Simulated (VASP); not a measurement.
# LiH (Fm-3m) in VASP: phonons with PBEsol+D3(BJ)

Aim: the phonons of LiH with PBEsol+D3(BJ).

Everything below comes from runs of VASP 6.6.1. Logs are shortened: lines on timing, memory, paths and dates and some standing lists are left out, and cuts for length are marked.

## 1. The cell of the first run

The structure is cubic, space group Fm-3m (No. 225). The conventional cell has a = 4.074 Å, b = 4.074 Å, c = 4.074 Å, α = 90.00°, β = 90.00°, γ = 90.00°. Within 2.7 Å of Li (site symmetry m-3m) lie 6 H at 2.04 Å. Within 2.7 Å of H (site symmetry m-3m) lie 6 Li at 2.04 Å.

## 2. Phonons, PBEsol+D3(BJ)

Input file INCAR:

```
SYSTEM = LiH
ALGO = Normal
EDIFF = 1E-8
ENCUT = 750
GGA = PS
GGA_COMPAT = .FALSE.
IBRION = 6
ISIF = 2
ISMEAR = -1
IVDW = 12
LASPH = .TRUE.
LCHARG = .FALSE.
LREAL = .FALSE.
LWAVE = .FALSE.
NELM = 120
NFREE = 2
NSW = 1
POTIM = 0.015
PREC = Accurate
SIGMA = 0.1
```

Input file KPOINTS:

```
k-points
0
G
  6 6 6
  0 0 0
```

Input file POSCAR:

```
LiH
1.0
    0.0000000000      2.0367500000      2.0367500000
    2.0367500000      0.0000000000      2.0367500000
    2.0367500000      2.0367500000      0.0000000000
Li H
1 1
Direct
    0.0000000000      0.0000000000      0.0000000000
    0.5000000000      0.5000000000      0.5000000000
```

Potentials or basis: VASP PAW PBE potentials, release 64 (Li_sv, H).

Launch:

```bash
> cat potpaw_PBE.64/Li_sv/POTCAR potpaw_PBE.64/H/POTCAR > POTCAR
> mpirun -np 1 vasp_std > vasp.out
```

OUTCAR:

```text
SYSTEM = LiH
   EDIFF = 1E-8
   ENCUT = 750
   GGA = PS
   IBRION = 6
   ISIF = 2
   ISMEAR = -1
   IVDW = 12
   LASPH = .TRUE.
   LREAL = .FALSE.
   NELM = 120
   NFREE = 2
   NSW = 1
   POTIM = 0.015
   PREC = Accurate
 IVDW          = 12

 ion  position               nearest neighbor table
   1  0.000  0.000  0.000-
   2  0.500  0.500  0.500-

  LATTYP: Found a face centered cubic cell.
 ALAT       =     4.0735000000

  Lattice vectors:

 A1 = (   0.0000000000,   2.0367500000,   2.0367500000)
 A2 = (   2.0367500000,   0.0000000000,   2.0367500000)
 A3 = (   2.0367500000,   2.0367500000,   0.0000000000)

Analysis of symmetry for initial positions (statically):
=====================================================================
 Subroutine PRICEL returns:
 Original cell was already a primitive cell.

 Routine SETGRP: Setting up the symmetry group for a
 face centered cubic supercell.

 Subroutine GETGRP returns: Found 48 space group operations
 (whereof 48 operations were pure point group operations)
 out of a pool of 48 trial point group operations.

The static configuration has the point symmetry O_h .

Analysis of symmetry for dynamics (positions and initial velocities):
=====================================================================
 Subroutine PRICEL returns:
 Original cell was already a primitive cell.

 Routine SETGRP: Setting up the symmetry group for a
 face centered cubic supercell.

 Subroutine GETGRP returns: Found 48 space group operations
 (whereof 48 operations were pure point group operations)
 out of a pool of 48 trial point group operations.

The dynamic configuration has the point symmetry O_h .

 Subroutine INISYM returns: Found 48 space group operations
 (whereof 48 operations are pure point group operations),
 and found     1 'primitive' translations

----------------------------------------------------------------------------------------

                                     Primitive cell

  volume of cell :      16.8983

  direct lattice vectors                    reciprocal lattice vectors
     0.000000000  2.036750000  2.036750000    -0.245489137  0.245489137  0.245489137
     2.036750000  0.000000000  2.036750000     0.245489137 -0.245489137  0.245489137
     2.036750000  2.036750000  0.000000000     0.245489137  0.245489137 -0.245489137

  length of vectors
     2.880399473  2.880399473  2.880399473     0.425199658  0.425199658  0.425199658

  position of ions in fractional coordinates (direct lattice)
     0.000000000  0.000000000  0.000000000
     0.500000000  0.500000000  0.500000000

  ion indices of the primitive-cell ions
   primitive index   ion index
                 1           1
                 2           2

----------------------------------------------------------------------------------------

 KPOINTS: k-points

Automatic generation of k-mesh.
 Grid dimensions read from file:
 generate k-points for:    6    6    6

 Generating k-lattice:

  Cartesian coordinates                     Fractional coordinates (reciprocal lattice)
    -0.040914856  0.040914856  0.040914856     0.166666667  0.000000000  0.000000000
     0.040914856 -0.040914856  0.040914856     0.000000000  0.166666667  0.000000000
     0.040914856  0.040914856 -0.040914856     0.000000000  0.000000000  0.166666667

  Length of vectors
     0.070866610  0.070866610  0.070866610

  Shift w.r.t. Gamma in fractional coordinates (k-lattice)
     0.000000000  0.000000000  0.000000000

 Subroutine IBZKPT returns following result:
 ===========================================

 Found     16 irreducible k-points:

 Following reciprocal coordinates:
            Coordinates               Weight
  0.000000  0.000000  0.000000      1.000000
  0.166667  0.000000  0.000000      8.000000
  0.333333  0.000000  0.000000      8.000000
  0.500000  0.000000  0.000000      4.000000
  0.166667  0.166667  0.000000      6.000000
  0.333333  0.166667  0.000000     24.000000
[... 8 lines left out ...]
 -0.333333  0.333333  0.166667     24.000000
 -0.333333  0.500000  0.166667     12.000000
   k-points           NKPTS =     16   k-points in BZ     NKDIM =     16   number of bands    NBANDS=      6
   number of dos      NEDOS =    301   number of ions     NIONS =      2
   total plane-waves  NPLWV =  21952
   dimension x,y,z NGX =    28 NGY =   28 NGZ =   28
   dimension x,y,z NGXF=    56 NGYF=   56 NGZF=   56
   ions per type =               1   1
   NGX,Y,Z   is equivalent  to a cutoff of  16.16, 16.16, 16.16 a.u.
   NGXF,Y,Z  is equivalent  to a cutoff of  32.32, 32.32, 32.32 a.u.
 SYSTEM =  LiH
   PREC   = accura    normal or accurate (medium, high low for compatibility)
   ISTART =      0    job   : 0-new  1-cont  2-samecut
   ICHARG =      2    charge: 1-file 2-atom 10-const
   ISPIN  =      1    spin polarized calculation?
   LNONCOLLINEAR =      F non collinear calculations
   LSORBIT =      F    spin-orbit coupling
   LASPH  =      T    aspherical Exc in radial PAW
   ENCUT  =  750.0 eV  55.12 Ry    7.42 a.u.   6.43  6.43  6.43*2*pi/ulx,y,z
   NELM   =    120;   NELMIN=  2; NELMDL= -5     # of ELM steps
   EDIFF  = 0.1E-07   stopping-criterion for ELM
   LREAL  =      F    real-space projection
   EDIFFG = 0.1E-06   stopping-criterion for IOM
   NSW    =     61    number of steps for IOM
   IBRION =      6    ionic relax: 0-MD 1-quasi-New 2-CG
   NFREE  =      2    steps in history (QN), initial steepest desc. (CG)
   ISIF   =      2    stress and relaxation
   ISYM   =      2    0-nonsym 1-usesym 2-fastsym
   POTIM  = 0.0150    time-step for ionic-motion
   TEBEG  =    0.0;   TEEND  =   0.0 temperature during run
   PSTRESS=    0.0 pullay stress
   NELECT =       4.0000    total number of electrons
   NUPDOWN=      -1.0000    fix difference up-down
   EMIN   =  10.00;   EMAX   =-10.00  energy-range for DOS
   EFERMI =   0.00;   METHOD = LEGACY
   ISMEAR =    -1;   SIGMA  =   0.10  broadening in eV -4-tet -1-fermi 0-gaus
   EFERMI_NEDOS =   21; number of points for ismear=-14 and -15
   IALGO  =     38    algorithm
   IMIX   =      4    mixing-type and parameters
     AMIX     =   0.40;   BMIX     =  1.00
     AMIX_MAG =   1.60;   BMIX_MAG =  1.00
  volume/ion in A,a.u.               =       8.45        57.02
  Fermi-wavevector in a.u.,A,eV,Ry     =   1.012699  1.913724 13.953585  1.025560
  Thomas-Fermi vector in A             =   2.145824
   LORBIT       =      0    0 simple, 1 ext, 2 COOP (PROOUT), +10 PAW based schemes
   GGA     = PS    functional components
   LHFCALC =     F    Hartree Fock is set to
   AEXX    =    0.0000 exact exchange contribution
   IVDW    =    12    specifies the selected vdW correction
   LEPSILON=     F    determine dielectric tensor
   LRPA    =     F    only Hartree local field effects (RPA)
 finite differences with symmetry
 non-spin polarized calculation
  energy-cutoff  :      750.00
  volume of cell :       16.90
 maximum number of plane-waves:       797
 NGX is ok and might be reduce to    28
   NGX = 13   NGY = 13   NGZ = 13

--------------------------------------- Ionic step        1  -------------------------------------------

 number of electron       3.9999999 magnetization

 Free energy of the ion-electron system (eV)
  ---------------------------------------------------
  ext. energy  EPLUGINS =         0.00000000
  ---------------------------------------------------
  free energy    TOTEN  =        -6.11196713 eV

  energy without entropy =       -6.11196702  energy(sigma->0) =       -6.11196708

------------------------ aborting loop because EDIFF is reached ----------------------------------------

 Edisp (eV)   -0.25661

 E8    (eV) :    -0.1520
[... 151 lines left out ...]
--------------------------------------- Ionic step        5  -------------------------------------------

 number of electron       3.9999999 magnetization

 Free energy of the ion-electron system (eV)
  ---------------------------------------------------
  ext. energy  EPLUGINS =         0.00000000
  ---------------------------------------------------
  free energy    TOTEN  =        -6.11185563 eV

  energy without entropy =       -6.11185553  energy(sigma->0) =       -6.11185558

 E-fermi :   1.3561     XC(G=0):  -8.4569

 val. band max:       -0.0665166628   @ k =   0.5000   0.5000   0.0000
 cond. band min:       2.7197060148   @ k =   0.5000   0.5000   0.0000
 fundamental gap:      2.7862226775
 Fermi energy:         1.3561420401

 k-point     1 :       0.0000    0.0000    0.0000
  band No.  band energies     occupation
      1     -43.8042      2.00000
      2      -5.4338      2.00000
      3      15.4078      0.00000
      4      17.1913      0.00000
      5      17.1913      0.00000
      6      17.1968      0.00000
[... 199 lines left out ...]
 k-point    24 :       0.0000   -0.3333    0.3333
  band No.  band energies     occupation
      1     -43.7533      2.00000
      2      -1.1275      2.00000
      3       4.6932      0.00000
      4       6.8449      0.00000
      5      12.2717      0.00000
      6      15.2633      0.00000

 [... further k-points ...]

------------------------ aborting loop because EDIFF is reached ----------------------------------------

 Edisp (eV)   -0.25661

 E8    (eV) :    -0.1520
[... 25 lines left out ...]
  FREE ENERGIE OF THE ION-ELECTRON SYSTEM (eV)
  ---------------------------------------------------
  free  energy   TOTEN  =        -6.3684691152 eV

  energy  without entropy=       -6.3684690141  energy(sigma->0) =       -6.36846906

 INTERNAL STRAIN TENSORS FROM DISPLACED ATOMS
 ============================================

 INTERNAL STRAIN TENSOR FOR ION    1 for displacements in x,y,z  (eV/Angst):
          X           Y           Z          XY          YZ          ZX
  --------------------------------------------------------------------------------
  x     0.00000     0.00000     0.00000     0.00000     0.00000     0.00000
  y     0.00000     0.00000     0.00000     0.00000     0.00000     0.00000
  z     0.00000     0.00000     0.00000     0.00000     0.00000     0.00000

 INTERNAL STRAIN TENSOR FOR ION    2 for displacements in x,y,z  (eV/Angst):
          X           Y           Z          XY          YZ          ZX
  --------------------------------------------------------------------------------
  x     0.00000     0.00000     0.00000     0.00000     0.00000     0.00000
  y     0.00000     0.00000     0.00000     0.00000     0.00000     0.00000
  z     0.00000     0.00000     0.00000     0.00000     0.00000     0.00000

 Eigenvectors and eigenvalues of the dynamical matrix
 ----------------------------------------------------

   1 f  =   16.631651 THz   104.499743 2PiTHz  554.772149 cm-1    68.782949 meV
             X         Y         Z           dx          dy          dz
      0.000000  0.000000  0.000000     0.000000    0.352351    0.000000
      2.036750  2.036750  2.036750     0.000000   -0.935868    0.000000
[... 21 lines left out ...]
   6 f/i=    0.017443 THz     0.109597 2PiTHz    0.581834 cm-1     0.072138 meV
             X         Y         Z           dx          dy          dz
      0.000000  0.000000  0.000000     0.000000    0.000000    0.935868
      2.036750  2.036750  2.036750     0.000000    0.000000    0.352351

 ELASTIC MODULI CONTR FROM IONIC RELAXATION (kBar)
 Direction    XX          YY          ZZ          XY          YZ          ZX
 --------------------------------------------------------------------------------
 XX           0.0000      0.0000      0.0000      0.0000      0.0000      0.0000
 YY           0.0000      0.0000      0.0000      0.0000      0.0000      0.0000
 ZZ           0.0000      0.0000      0.0000      0.0000      0.0000      0.0000
 XY           0.0000      0.0000      0.0000      0.0000      0.0000      0.0000
 YZ           0.0000      0.0000      0.0000      0.0000      0.0000      0.0000
 ZX           0.0000      0.0000      0.0000      0.0000      0.0000      0.0000
 --------------------------------------------------------------------------------
```

Wall time 42 s (1 thread of Intel Xeon 8259CL, shared host); peak memory 0.13 GiB.

What came out:

- Highest phonon frequency at Γ: 555 cm⁻¹
- Dispersion energy per atom: -0.128 eV

Phonon frequencies in cm⁻¹ (negative: imaginary):
| q point | frequencies |
| --- | --- |
| (0.000, 0.000, 0.000) | -1 -1 -1 555 555 555 |

Caveat: the k points lie up to 0.45 Å⁻¹ apart; the cell stands under pressure or tension, which shifts response properties; three body term missing.
